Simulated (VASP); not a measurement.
# CdSe (F-43m) in VASP: notebook, part 2 of 2

VASP 6.6.1.

## 4. Single point, LDA (volume scaled by 0.99)

INCAR

```
PREC = Accurate
ENCUT = 520
EDIFF = 1E-7
ISMEAR = -1
SIGMA = 0.03
LREAL = F
LASPH = T
NELM = 80
ALGO = Normal
ISIF = 2
LWAVE = F
LCHARG = T
LELF = T
LVHAR = T
NBANDS = 16
```

KPOINTS

```
Automatic mesh
0
Gamma
  8 8 8
```

POSCAR

```
CdSe
1.0
    0.0000000000      3.0600026564      3.0600026564
    3.0600026564      0.0000000000      3.0600026564
    3.0600026564      3.0600026564      0.0000000000
Cd Se
1 1
Direct
    0.0000000000      0.0000000000      0.0000000000
    0.2500000000      0.2500000000      0.2500000000
```

Potentials or basis: VASP PAW LDA potentials, release 64 (Cd, Se).

Started as:

```console
$ cat potpaw_LDA.64/Cd/POTCAR potpaw_LDA.64/Se/POTCAR > POTCAR
$ mpirun -np 1 vasp_std > vasp.out
```

OUTCAR:

```text
PREC = Accurate
   ENCUT = 520
   EDIFF = 1E-7
   ISMEAR = -1
   LREAL = F
   LASPH = T
   NELM = 80
   ISIF = 2

 ion  position               nearest neighbor table
   1  0.000  0.000  0.000-   2 2.65   2 2.65   2 2.65   2 2.65
   2  0.250  0.250  0.250-   1 2.65   1 2.65   1 2.65   1 2.65

  LATTYP: Found a face centered cubic cell.
 ALAT       =     6.1200053128

  Lattice vectors:

 A1 = (   0.0000000000,   3.0600026564,   3.0600026564)
 A2 = (   3.0600026564,   0.0000000000,   3.0600026564)
 A3 = (   3.0600026564,   3.0600026564,   0.0000000000)

Analysis of symmetry for initial positions (statically):
=====================================================================
 Subroutine PRICEL returns:
 Original cell was already a primitive cell.

 Routine SETGRP: Setting up the symmetry group for a
 face centered cubic supercell.

 Subroutine GETGRP returns: Found 24 space group operations
 (whereof 24 operations were pure point group operations)
 out of a pool of 48 trial point group operations.

The static configuration has the point symmetry T_d .

Analysis of symmetry for dynamics (positions and initial velocities):
=====================================================================
 Subroutine PRICEL returns:
 Original cell was already a primitive cell.

 Routine SETGRP: Setting up the symmetry group for a
 face centered cubic supercell.

 Subroutine GETGRP returns: Found 24 space group operations
 (whereof 24 operations were pure point group operations)
 out of a pool of 48 trial point group operations.

The dynamic configuration has the point symmetry T_d .

 Subroutine INISYM returns: Found 24 space group operations
 (whereof 24 operations are pure point group operations),
 and found     1 'primitive' translations

----------------------------------------------------------------------------------------

                                     Primitive cell

  volume of cell :      57.3054

  direct lattice vectors                    reciprocal lattice vectors
     0.000000000  3.060002656  3.060002656    -0.163398551  0.163398551  0.163398551
     3.060002656  0.000000000  3.060002656     0.163398551 -0.163398551  0.163398551
     3.060002656  3.060002656  0.000000000     0.163398551  0.163398551 -0.163398551

  length of vectors
     4.327497258  4.327497258  4.327497258     0.283014592  0.283014592  0.283014592

  position of ions in fractional coordinates (direct lattice)
     0.000000000  0.000000000  0.000000000
     0.250000000  0.250000000  0.250000000

  ion indices of the primitive-cell ions
   primitive index   ion index
                 1           1
                 2           2

----------------------------------------------------------------------------------------

 KPOINTS: Automatic mesh

Automatic generation of k-mesh.
 Grid dimensions read from file:
 generate k-points for:    8    8    8

 Generating k-lattice:

  Cartesian coordinates                     Fractional coordinates (reciprocal lattice)
    -0.020424819  0.020424819  0.020424819     0.125000000  0.000000000  0.000000000
     0.020424819 -0.020424819  0.020424819     0.000000000  0.125000000  0.000000000
     0.020424819  0.020424819 -0.020424819     0.000000000  0.000000000  0.125000000

  Length of vectors
     0.035376824  0.035376824  0.035376824

  Shift w.r.t. Gamma in fractional coordinates (k-lattice)
     0.000000000  0.000000000  0.000000000

 Subroutine IBZKPT returns following result:
 ===========================================

 Found     29 irreducible k-points:

 Following reciprocal coordinates:
            Coordinates               Weight
  0.000000  0.000000  0.000000      1.000000
  0.125000  0.000000  0.000000      8.000000
  0.250000  0.000000  0.000000      8.000000
  0.375000  0.000000  0.000000      8.000000
  0.500000  0.000000  0.000000      4.000000
  0.125000  0.125000  0.000000      6.000000
[... 16 lines left out ...]
  0.500000  0.250000  0.125000     48.000000
 -0.375000  0.250000  0.125000     24.000000
 [... further k-points ...]
   k-points           NKPTS =     29   k-points in BZ     NKDIM =     29   number of bands    NBANDS=     16
   number of dos      NEDOS =    301   number of ions     NIONS =      2
   total plane-waves  NPLWV =  32768
   dimension x,y,z NGX =    32 NGY =   32 NGZ =   32
   dimension x,y,z NGXF=    64 NGYF=   64 NGZF=   64
   ions per type =               1   1
   NGX,Y,Z   is equivalent  to a cutoff of  12.29, 12.29, 12.29 a.u.
   NGXF,Y,Z  is equivalent  to a cutoff of  24.59, 24.59, 24.59 a.u.
 SYSTEM =  unknown system
   PREC   = accura    normal or accurate (medium, high low for compatibility)
   ISTART =      0    job   : 0-new  1-cont  2-samecut
   ICHARG =      2    charge: 1-file 2-atom 10-const
   ISPIN  =      1    spin polarized calculation?
   LNONCOLLINEAR =      F non collinear calculations
   LSORBIT =      F    spin-orbit coupling
   LASPH  =      T    aspherical Exc in radial PAW
   ENCUT  =  520.0 eV  38.22 Ry    6.18 a.u.   8.05  8.05  8.05*2*pi/ulx,y,z
   NELM   =     80;   NELMIN=  2; NELMDL= -5     # of ELM steps
   EDIFF  = 0.1E-06   stopping-criterion for ELM
   LREAL  =      F    real-space projection
   EDIFFG = 0.1E-05   stopping-criterion for IOM
   NSW    =      0    number of steps for IOM
   IBRION =     -1    ionic relax: 0-MD 1-quasi-New 2-CG
   NFREE  =      0    steps in history (QN), initial steepest desc. (CG)
   ISIF   =      2    stress and relaxation
   ISYM   =      2    0-nonsym 1-usesym 2-fastsym
   POTIM  = 0.5000    time-step for ionic-motion
   TEBEG  =    0.0;   TEEND  =   0.0 temperature during run
   PSTRESS=    0.0 pullay stress
   NELECT =      18.0000    total number of electrons
   NUPDOWN=      -1.0000    fix difference up-down
   EMIN   =  10.00;   EMAX   =-10.00  energy-range for DOS
   EFERMI =   0.00;   METHOD = LEGACY
   ISMEAR =    -1;   SIGMA  =   0.03  broadening in eV -4-tet -1-fermi 0-gaus
   EFERMI_NEDOS =   21; number of points for ismear=-14 and -15
   IALGO  =     38    algorithm
   IMIX   =      4    mixing-type and parameters
     AMIX     =   0.40;   BMIX     =  1.00
     AMIX_MAG =   1.60;   BMIX_MAG =  1.00
  volume/ion in A,a.u.               =      28.65       193.36
  Fermi-wavevector in a.u.,A,eV,Ry     =   1.112843  2.102968 16.849718  1.238419
  Thomas-Fermi vector in A             =   2.249421
   LORBIT       =      0    0 simple, 1 ext, 2 COOP (PROOUT), +10 PAW based schemes
   GGA     = CA    functional components
   LHFCALC =     F    Hartree Fock is set to
   AEXX    =    0.0000 exact exchange contribution
   IVDW    =     0    specifies the selected vdW correction
   LEPSILON=     F    determine dielectric tensor
   LRPA    =     F    only Hartree local field effects (RPA)
 non-spin polarized calculation
  energy-cutoff  :      520.00
  volume of cell :       57.31
 maximum number of plane-waves:      1572
   NGX = 17   NGY = 17   NGZ = 17

 number of electron      18.0000004 magnetization

 Free energy of the ion-electron system (eV)
  ---------------------------------------------------
  ext. energy  EPLUGINS =         0.00000000
  ---------------------------------------------------
  free energy    TOTEN  =        -6.74120743 eV

  energy without entropy =       -6.74119501  energy(sigma->0) =       -6.74120122

 E-fermi :   0.8425     XC(G=0):  -9.2090

 val. band max:        0.6619976593   @ k =   0.0000   0.0000   0.0000
 cond. band min:       0.9869985408   @ k =   0.0000   0.0000   0.0000
 fundamental gap:      0.3250008815
 Fermi energy:         0.8424563424

 k-point     1 :       0.0000    0.0000    0.0000
  band No.  band energies     occupation
      1     -11.8818      2.00000
      2      -7.2265      2.00000
      3      -7.2265      2.00000
      4      -7.2265      2.00000
      5      -6.8667      2.00000
      6      -6.8667      2.00000
[... 8 lines left out ...]
     15      11.7079      0.00000
     16      11.7079      0.00000

 k-point     2 :       0.1250    0.0000    0.0000
  band No.  band energies     occupation
      1     -11.8295      2.00000
      2      -7.2100      2.00000
      3      -7.2100      2.00000
      4      -7.1806      2.00000
      5      -6.8677      2.00000
      6      -6.8677      2.00000
[... 8 lines left out ...]
     15      10.8840      0.00000
     16      10.8840      0.00000
[... 387 lines left out ...]
      5      -6.8459      2.00000
      6      -6.6415      2.00000
[... 8 lines left out ...]
     15      12.3089      0.00000
     16      13.0494      0.00000

 k-point    24 :      -0.3750    0.2500    0.1250
  band No.  band energies     occupation
      1     -11.4616      2.00000
      2      -7.1024      2.00000
      3      -7.0778      2.00000
      4      -6.8866      2.00000
      5      -6.8514      2.00000
      6      -6.5048      2.00000
[... 8 lines left out ...]
     15      12.1249      0.00000
     16      13.0821      0.00000

 [... further k-points ...]
[... 5 lines left out ...]
  --------------------------------------------------------------------------------------
  -------------------------------------------------------------------------------------
  Total       -0.8735009     -0.8735009     -0.8735009     -0.0000000     -0.0000000      0.0000000
  in kB      -24.4218479    -24.4218479    -24.4218479     -0.0000000     -0.0000000      0.0000000
  external PRESSURE =     -24.4218479 kB  Pullay stress =       0.0000000 kB

 VOLUME and BASIS-vectors are now :
 -----------------------------------------------------------------------------
  energy-cutoff  :      520.00
  volume of cell :       57.31
      direct lattice vectors                 reciprocal lattice vectors
     0.000000000  3.060002656  3.060002656    -0.163398551  0.163398551  0.163398551
     3.060002656  0.000000000  3.060002656     0.163398551 -0.163398551  0.163398551
     3.060002656  3.060002656  0.000000000     0.163398551  0.163398551 -0.163398551

 POSITION                                       TOTAL-FORCE (eV/Angst)
 -----------------------------------------------------------------------------------
      0.00000      0.00000      0.00000        -0.000000     -0.000000     -0.000000
      1.53000      1.53000      1.53000         0.000000      0.000000      0.000000
 -----------------------------------------------------------------------------------
    total drift:                               -0.000000     -0.000000      0.000000

  FREE ENERGIE OF THE ION-ELECTRON SYSTEM (eV)
  ---------------------------------------------------
  free  energy   TOTEN  =        -6.7412074327 eV

  energy  without entropy=       -6.7411950089  energy(sigma->0) =       -6.74120122
```

Wall time 13 s (1 thread of Intel Xeon 6975P-C, shared host); peak memory 0.17 GiB.

What came out:

```
Free energy            : -6.7412 eV
Pressure               : -2.4 GPa
Band gap on the k mesh : 0.33 eV, direct
```

## 5. The runs side by side

| cell | gap on the mesh (eV) | pressure (GPa) |
| --- | --- | --- |
| a = 4.283 Å, angles 60.0°, 2 atoms | 0.39 | -0.9 |
| a = 4.254 Å, angles 60.0°, 2 atoms | 0.43 | 0.2 |
| a = 4.327 Å, angles 60.0°, 2 atoms | 0.33 | -2.4 |

Alike in all rows: task single point; level LDA; potentials or basis VASP PAW LDA potentials, release 64 (Cd, Se); no spin polarisation; k mesh 8 × 8 × 8; cutoff (eV) 520; smearing fermi-dirac 0.03 eV.

Absolute energies hang on the potentials; compare differences alone.
